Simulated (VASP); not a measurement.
Write the native input for VASP 6.6.1 that does the following.

| Item | Value |
| --- | --- |
| Task | single point |
| Functional | PBEsol |
| Potentials or basis | VASP PAW PBE potentials, release 64 (Co, Si) |
| Cutoff | 520 eV |
| k mesh | 3 × 3 × 3 |
| Occupations | fermi-dirac, width 0.3 eV |
| Spin | no spin polarisation |
| Dipole correction | no |
| Further INCAR settings | ALGO = Normal; EDIFF = 1e-07; NBANDS = 46 |

The structure of CoSi2 lies in POSCAR:

```
CoSi2
1.0
    5.4529660000      0.0000000000      0.0000000000
    0.0000000000      5.4529660000      0.0000000000
    0.0000000000      0.0000000000      5.4529660000
Co Si
4 8
Direct
    0.0690816704      0.0597839781     -0.0192922531
    0.5166729446      0.4829848563     -0.0108564770
    0.4950333452      0.0026774420      0.5118865586
   -0.0129470824      0.5101443875      0.5010300816
    0.2777937732      0.2658919935      0.2772986298
    0.7399275917      0.7220107369      0.7289060669
    0.7086418657      0.7187831356      0.2527982019
    0.2583914882      0.2854043102      0.7095771366
    0.7185814106      0.2355048610      0.7541767178
    0.2062547245      0.7409545557      0.2191467909
    0.2041091032      0.7119061443      0.7802909462
    0.7439437546      0.2029170914      0.3139942556
```

These files were run (other wordings do the same):

INCAR

```
ALGO = Normal
EDIFF = 1E-7
ENCUT = 520
GGA = PS
ISIF = 2
ISMEAR = -1
LASPH = True
LCHARG = True
LELF = True
LREAL = False
LVHAR = True
LWAVE = False
NBANDS = 46
NELM = 80
PREC = Accurate
SIGMA = 0.3
```

KPOINTS

```
k-points
0
Gamma
  3 3 3
```

Potentials or basis: VASP PAW PBE potentials, release 64 (Co, Si).

The run is started by

```sh
$ cat potpaw_PBE.64/Co/POTCAR potpaw_PBE.64/Si/POTCAR > POTCAR
$ mpirun -np 1 vasp_std > vasp.out
```

It gave:

```json
{
  "Pressure": "-0.9 GPa",
  "Largest force": "4.266 eV/Å",
  "Band gap on the k mesh": "zero (band 34 reaches 9.77 eV, above the bottom of band 35 at 9.21 eV)"
}
```

Caveat: the k points lie up to 0.38 Å⁻¹ apart; the PAW data sets were made with another functional, which shifts forces and pressure a little.

Run time: 2.8 min on 1 thread of Intel(R) Xeon(R) Platinum 8259CL CPU @ 2.50GHz (Skylake/Cascade Lake), on a shared host, peak memory 0.28 GiB.
